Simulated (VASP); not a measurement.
Write the native input for VASP 6.6.1 that does the following.

* Task: single point
* Functional: r2SCAN
* Potentials or basis: VASP PAW PBE potentials, release 64 (K_sv, Ta_pv, O)
* Cutoff: 520 eV
* k mesh: 6 × 6 × 6
* Occupations: gaussian, width 0.02 eV
* Spin: no spin polarisation
* Dipole correction: no
* Further INCAR settings: ALGO = Normal; EDIFF = 1e-06; NBANDS = 27

The system is KTaO3.

```
K Ta O
1.0
     3.86670    0.00000    0.00000
     0.00000    3.86670    0.00000
     0.00000    0.00000    3.86670
K Ta O
1 1 3
Direct
  0.50000 0.50000 0.50000
  0.00000 0.00000 0.00000
  0.50000 0.00000 0.00000
  0.00000 0.50000 0.00000
  0.00000 0.00000 0.50000
```

The input as run:

POSCAR

```
KTaO3
1.0
    3.8666959912      0.0000000000      0.0000000000
    0.0000000000      3.8666959912      0.0000000000
    0.0000000000      0.0000000000      3.8666959912
K Ta O
1 1 3
Direct
    0.5000000000      0.5000000000      0.5000000000
    0.0000000000      0.0000000000      0.0000000000
    0.5000000000      0.0000000000      0.0000000000
    0.0000000000      0.5000000000      0.0000000000
    0.0000000000      0.0000000000      0.5000000000
```

INCAR.step1

```
PREC = Accurate
ENCUT = 520
ISMEAR = 0
SIGMA = 0.02
LREAL = F
LASPH = T
NELM = 100
NBANDS = 27
GGA = PE
ALGO = Normal
EDIFF = 1E-4
LWAVE = T
LCHARG = F
```

INCAR.step2

```
PREC = Accurate
ENCUT = 520
EDIFF = 1E-6
ISMEAR = 0
SIGMA = 0.02
LREAL = F
LASPH = T
NELM = 100
ALGO = Normal
ISIF = 2
LWAVE = F
LCHARG = T
METAGGA = R2SCAN
LMIXTAU = T
LELF = T
LVHAR = T
NBANDS = 27
ISTART = 1
```

KPOINTS

```
Automatic mesh
0
Gamma
  6 6 6
```

Potentials or basis: VASP PAW PBE potentials, release 64 (K_sv, Ta_pv, O).

Command:

```sh
$ cat potpaw_PBE.64/K_sv/POTCAR potpaw_PBE.64/Ta_pv/POTCAR potpaw_PBE.64/O/POTCAR > POTCAR
$ cp INCAR.step1 INCAR
$ mpirun -np 1 vasp_std > vasp.out
$ cp INCAR.step2 INCAR
$ mpirun -np 1 vasp_std > vasp.out
```

Results of the run:

```
Pressure               : 25.8 GPa
Band gap on the k mesh : 2.82 eV (least direct gap 3.41 eV)
```

Caveat: the cell stands under pressure; the PAW data sets were made with another functional, which shifts forces and pressure a little; spin-orbit coupling is left out, which moves the levels of the heavy elements.

It took 87 s on 1 thread of Intel(R) Xeon(R) Platinum 8488C (Sapphire Rapids), on a shared host, peak memory 0.19 GiB.
